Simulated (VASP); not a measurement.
# TiO2 (I4_1/amd) in VASP: relaxation of the atoms with r2SCAN

Aim: the relaxation of the atoms of TiO2 with r2SCAN.

Everything below comes from runs of VASP 6.6.1. Logs are shortened: lines on timing, memory, paths and dates and some standing lists are left out, and cuts for length are marked.

### 1 The cell of the first run

The structure is tetragonal, space group I4_1/amd (No. 141). Conventional cell: a = 3.784 Å, b = 3.784 Å, c = 9.515 Å, α = 90.00°, β = 90.00°, γ = 90.00°. Within 2.6 Å of Ti (site symmetry -4m2) lie 6 O at 1.93 to 1.98 Å. Within 2.6 Å of O (site symmetry 2mm) lie 3 Ti at 1.93 to 1.98 Å and 2 O at 2.47 Å.

### 2 Relaxation of the atoms, r2SCAN

POSCAR reads:

```
TiO2
1.0
   -1.8921000000      1.8921000000      4.7573000000
    1.8921000000     -1.8921000000      4.7573000000
    1.8921000000      1.8921000000     -4.7573000000
Ti O
2 4
Direct
    0.0000000000      0.0000000000      0.0000000000
    0.7500000000      0.2500000000      0.5000000000
    0.2081000000      0.2081000000      0.0000000000
    0.9581000000      0.4581000000      0.5000000000
    0.5419000000      0.0419000000      0.5000000000
    0.7919000000      0.7919000000      0.0000000000
```

INCAR.step1 reads:

```
SYSTEM = TiO2
PREC = Accurate ; ENCUT = 520
ISMEAR = 0 ; SIGMA = 0.01
LREAL = .FALSE. ; LASPH = .TRUE.
NELM = 100 ; GGA = PE
ALGO = Normal ; EDIFF = 1E-4
LWAVE = .TRUE. ; LCHARG = .FALSE.
```

INCAR.step2 reads:

```
SYSTEM = TiO2
PREC = Accurate ; ENCUT = 520
EDIFF = 1E-6 ; ISMEAR = 0
SIGMA = 0.01 ; LREAL = .FALSE.
LASPH = .TRUE. ; NELM = 100
ALGO = Normal ; ISIF = 2
LWAVE = .FALSE. ; LCHARG = .FALSE.
METAGGA = R2SCAN ; LMIXTAU = .TRUE.
IBRION = 2 ; NSW = 80
EDIFFG = -0.001 ; ISTART = 1
```

KPOINTS reads:

```
Automatic mesh
0
G
  7 7 7
  0 0 0
```

Potentials or basis: VASP PAW PBE potentials, release 64 (Ti_sv, O).

Run with:

```sh
cat potpaw_PBE.64/Ti_sv/POTCAR potpaw_PBE.64/O/POTCAR > POTCAR
cp INCAR.step1 INCAR
mpirun -np 1 vasp_std > vasp.out
cp INCAR.step2 INCAR
mpirun -np 1 vasp_std > vasp.out
```

OUTCAR:

```text
SYSTEM = TiO2
   PREC = Accurate
   ENCUT = 520
   EDIFF = 1E-6
   ISMEAR = 0
   LREAL = .FALSE.
   LASPH = .TRUE.
   NELM = 100
   ISIF = 2
   METAGGA = R2SCAN
   IBRION = 2
   NSW = 80
   EDIFFG = -0.001
   ISTART = 1

 ion  position               nearest neighbor table
   1  0.000  0.000  0.000-   5 1.93   4 1.93   5 1.93   4 1.93   3 1.98   6 1.98
   2  0.750  0.250  0.500-   6 1.93   3 1.93   6 1.93   3 1.93   4 1.98   5 1.98
   3  0.208  0.208  0.000-   2 1.93   2 1.93   1 1.98
   4  0.958  0.458  0.500-   1 1.93   1 1.93   2 1.98
   5  0.542  0.042  0.500-   1 1.93   1 1.93   2 1.98
   6  0.792  0.792  0.000-   2 1.93   2 1.93   1 1.98

  LATTYP: Found a body centered tetragonal cell.
 ALAT       =     3.7842000000
 C/A-ratio  =     2.5142962846

  Lattice vectors:

 A1 = (  -1.8921000000,   1.8921000000,   4.7573000000)
 A2 = (   1.8921000000,  -1.8921000000,   4.7573000000)
 A3 = (   1.8921000000,   1.8921000000,  -4.7573000000)

Analysis of symmetry for initial positions (statically):
=====================================================================
 Subroutine PRICEL returns:
 Original cell was already a primitive cell.

 Routine SETGRP: Setting up the symmetry group for a
 body centered tetragonal supercell.

 Subroutine GETGRP returns: Found 16 space group operations
 (whereof  8 operations were pure point group operations)
 out of a pool of 16 trial point group operations.

The static configuration has the point symmetry D_2d.
 The point group associated with its full space group is D_4h.

Analysis of symmetry for dynamics (positions and initial velocities):
=====================================================================
 Subroutine PRICEL returns:
 Original cell was already a primitive cell.

 Routine SETGRP: Setting up the symmetry group for a
 body centered tetragonal supercell.

 Subroutine GETGRP returns: Found 16 space group operations
 (whereof  8 operations were pure point group operations)
 out of a pool of 16 trial point group operations.

The dynamic configuration has the point symmetry D_2d.
 The point group associated with its full space group is D_4h.

 Subroutine INISYM returns: Found 16 space group operations
 (whereof  8 operations are pure point group operations),
 and found     1 'primitive' translations

----------------------------------------------------------------------------------------

                                     Primitive cell

  volume of cell :      68.1253

  direct lattice vectors                    reciprocal lattice vectors
    -1.892100000  1.892100000  4.757300000     0.000000000  0.264256646  0.105101633
     1.892100000 -1.892100000  4.757300000     0.264256646  0.000000000  0.105101633
     1.892100000  1.892100000 -4.757300000     0.264256646  0.264256646  0.000000000

  length of vectors
     5.458203744  5.458203744  5.458203744     0.284390450  0.284390450  0.373715333

  position of ions in fractional coordinates (direct lattice)
     0.000000000  0.000000000  0.000000000
     0.750000000  0.250000000  0.500000000
     0.208100000  0.208100000  0.000000000
     0.958100000  0.458100000  0.500000000
     0.541900000  0.041900000  0.500000000
     0.791900000  0.791900000  0.000000000

  ion indices of the primitive-cell ions
   primitive index   ion index
                 1           1
                 2           2
                 3           3
                 4           4
                 5           5
                 6           6

----------------------------------------------------------------------------------------

 KPOINTS: Automatic mesh

Automatic generation of k-mesh.
 Grid dimensions read from file:
 generate k-points for:    7    7    7

 Generating k-lattice:

  Cartesian coordinates                     Fractional coordinates (reciprocal lattice)
     0.000000000  0.037750949  0.015014519     0.142857143  0.000000000  0.000000000
     0.037750949  0.000000000  0.015014519     0.000000000  0.142857143  0.000000000
     0.037750949  0.037750949  0.000000000     0.000000000  0.000000000  0.142857143

  Length of vectors
     0.040627207  0.040627207  0.053387905

  Shift w.r.t. Gamma in fractional coordinates (k-lattice)
     0.000000000  0.000000000  0.000000000

 Subroutine IBZKPT returns following result:
 ===========================================

 Found     40 irreducible k-points:

 Following reciprocal coordinates:
            Coordinates               Weight
  0.000000  0.000000  0.000000      1.000000
  0.142857  0.000000  0.000000      8.000000
  0.285714  0.000000  0.000000      8.000000
  0.428571 -0.000000  0.000000      8.000000
  0.142857  0.142857  0.000000      8.000000
  0.285714  0.142857  0.000000     16.000000
[... 16 lines left out ...]
 -0.142857  0.285714  0.142857      8.000000
 -0.428571  0.428571  0.142857      8.000000
 [... further k-points ...]
   k-points           NKPTS =     40   k-points in BZ     NKDIM =     40   number of bands    NBANDS=     28
   number of dos      NEDOS =    301   number of ions     NIONS =      6
   total plane-waves  NPLWV =  74088
   dimension x,y,z NGX =    42 NGY =   42 NGZ =   42
   dimension x,y,z NGXF=    84 NGYF=   84 NGZF=   84
   ions per type =               2   4
   NGX,Y,Z   is equivalent  to a cutoff of  12.79, 12.79, 12.79 a.u.
   NGXF,Y,Z  is equivalent  to a cutoff of  25.58, 25.58, 25.58 a.u.
 SYSTEM =  TiO2
   PREC   = accura    normal or accurate (medium, high low for compatibility)
   ISTART =      1    job   : 0-new  1-cont  2-samecut
   ICHARG =      0    charge: 1-file 2-atom 10-const
   ISPIN  =      1    spin polarized calculation?
   LNONCOLLINEAR =      F non collinear calculations
   LSORBIT =      F    spin-orbit coupling
   LASPH  =      T    aspherical Exc in radial PAW
   ENCUT  =  520.0 eV  38.22 Ry    6.18 a.u.  10.15 10.15 10.15*2*pi/ulx,y,z
   NELM   =    100;   NELMIN=  2; NELMDL=  0     # of ELM steps
   EDIFF  = 0.1E-05   stopping-criterion for ELM
   LREAL  =      F    real-space projection
   EDIFFG = -.1E-02   stopping-criterion for IOM
   NSW    =     80    number of steps for IOM
   IBRION =      2    ionic relax: 0-MD 1-quasi-New 2-CG
   NFREE  =      1    steps in history (QN), initial steepest desc. (CG)
   ISIF   =      2    stress and relaxation
   ISYM   =      2    0-nonsym 1-usesym 2-fastsym
   POTIM  = 0.5000    time-step for ionic-motion
   TEBEG  =    0.0;   TEEND  =   0.0 temperature during run
   PSTRESS=    0.0 pullay stress
   NELECT =      48.0000    total number of electrons
   NUPDOWN=      -1.0000    fix difference up-down
   EMIN   =  10.00;   EMAX   =-10.00  energy-range for DOS
   EFERMI =   0.00;   METHOD = LEGACY
   ISMEAR =     0;   SIGMA  =   0.01  broadening in eV -4-tet -1-fermi 0-gaus
   EFERMI_NEDOS =   21; number of points for ismear=-14 and -15
   IALGO  =     38    algorithm
   IMIX   =      4    mixing-type and parameters
     AMIX     =   0.40;   BMIX     =  1.00
     AMIX_MAG =   1.60;   BMIX_MAG =  1.00
  volume/ion in A,a.u.               =      11.35        76.62
  Fermi-wavevector in a.u.,A,eV,Ry     =   1.456752  2.752862 28.873289  2.122127
  Thomas-Fermi vector in A             =   2.573634
   LORBIT       =      0    0 simple, 1 ext, 2 COOP (PROOUT), +10 PAW based schemes
   METAGGA = R2SCAN    functional components
   LHFCALC =     F    Hartree Fock is set to
   AEXX    =    0.0000 exact exchange contribution
   IVDW    =     0    specifies the selected vdW correction
   LEPSILON=     F    determine dielectric tensor
   LRPA    =     F    only Hartree local field effects (RPA)
 conjugate gradient relaxation of ions
 non-spin polarized calculation
 Gauss-broadening in eV      SIGMA  =   0.01
  energy-cutoff  :      520.00
  volume of cell :       68.13
 maximum number of plane-waves:      1850
 NGX is ok and might be reduce to    42
   NGX = 21   NGY = 21   NGZ = 21

--------------------------------------- Ionic step        1  -------------------------------------------

 number of electron      47.9999989 magnetization

 Free energy of the ion-electron system (eV)
  ---------------------------------------------------
  ext. energy  EPLUGINS =         0.00000000
  ---------------------------------------------------
  free energy    TOTEN  =       -69.85560175 eV

  energy without entropy =      -69.85560175  energy(sigma->0) =      -69.85560175

------------------------ aborting loop because EDIFF is reached ----------------------------------------

  FORCE on cell =-STRESS in cart. coord.  units (eV):
  Direction    XX          YY          ZZ          XY          YZ          ZX
  --------------------------------------------------------------------------------------
  -------------------------------------------------------------------------------------
  Total        0.6445260      0.6445260      0.9701541      0.0000000      0.0000000      0.0000000
  in kB       15.1580136     15.1580136     22.8161625      0.0000000      0.0000000      0.0000000
  external PRESSURE =      17.7107299 kB  Pullay stress =       0.0000000 kB
[... 185 lines left out ...]
  energy  without entropy=      -69.8557729533  energy(sigma->0) =      -69.85577295

--------------------------------------- Ionic step        6  -------------------------------------------

 number of electron      47.9999989 magnetization

 Free energy of the ion-electron system (eV)
  ---------------------------------------------------
  ext. energy  EPLUGINS =         0.00000000
  ---------------------------------------------------
  free energy    TOTEN  =       -69.85577328 eV

  energy without entropy =      -69.85577328  energy(sigma->0) =      -69.85577328

 E-fermi :   3.2707     XC(G=0): -11.4708

 val. band max:        3.0665960209   @ k =  -0.4286   0.4286   0.0000
 cond. band min:       5.5805906418   @ k =   0.0000   0.0000   0.0000
 fundamental gap:      2.5139946209
 Fermi energy:         3.2706644149

 k-point     1 :       0.0000    0.0000    0.0000
  band No.  band energies     occupation
      1     -55.5363      2.00000
      2     -55.4748      2.00000
      3     -30.9584      2.00000
      4     -30.7074      2.00000
      5     -30.7074      2.00000
      6     -30.6353      2.00000
[... 733 lines left out ...]
     27       7.0856      0.00000
     28       7.2180      0.00000

 [... further k-points ...]

------------------------ aborting loop because EDIFF is reached ----------------------------------------

  FORCE on cell =-STRESS in cart. coord.  units (eV):
  Direction    XX          YY          ZZ          XY          YZ          ZX
  --------------------------------------------------------------------------------------
  -------------------------------------------------------------------------------------
  Total        0.6434173      0.6434173      0.7751214      0.0000000      0.0000000      0.0000000
  in kB       15.1319395     15.1319395     18.2293678      0.0000000      0.0000000      0.0000000
  external PRESSURE =      16.1644156 kB  Pullay stress =       0.0000000 kB
[... 21 lines left out ...]
  FREE ENERGIE OF THE ION-ELECTRON SYSTEM (eV)
  ---------------------------------------------------
  free  energy   TOTEN  =       -69.8557732769 eV

  energy  without entropy=      -69.8557732769  energy(sigma->0) =      -69.85577328

 reached required accuracy - stopping structural energy minimisation
```

Run time: 39 min. Hardware: 1 thread of Oxide Virtual Turin-like, shared host; peak memory 0.29 GiB.

Results:

```
Free energy               : -69.8558 eV
Energy gained by relaxing : 0.0 meV/atom
Ionic steps               : 6
Pressure after relaxing   : 1.6 GPa
Band gap on the k mesh    : 2.51 eV (least direct gap 2.88 eV)
```

Stress tensor (GPa, compression positive):
```
1.51 0.00 0.00
0.00 1.51 0.00
0.00 0.00 1.82
```

Step by step:
```tsv
step	energy change (eV)	largest force (eV/Å)	pressure (GPa)
1	0.0000	0.0382	1.77
2	-0.0002	0.0087	1.64
3	-0.0002	0.0040	1.60
4	-0.0002	0.0015	1.61
5	-0.0002	0.0018	1.61
6	-0.0002	0.0000	1.62
```

Final structure:
```
Ti O
1.0
    -1.89210    1.89210    4.75730
     1.89210   -1.89210    4.75730
     1.89210    1.89210   -4.75730
Ti O
2 4
Direct
  0.00000 0.00000 0.00000
  0.75000 0.25000 0.50000
  0.20835 0.20835 0.00000
  0.95835 0.45835 0.50000
  0.54165 0.04165 0.50000
  0.79165 0.79165 0.00000
```

Levels at points of the mesh, in eV from the valence-band top:
```
           k point  band 22  band 23  band 24  band 25  band 26  band 27
(0.00, 0.00, 0.00)    -0.80    -0.50    -0.50     2.51     3.26     4.39
```

Caveat: the PAW data sets were made with another functional, which shifts forces and pressure a little. A k mesh can miss the band edges.
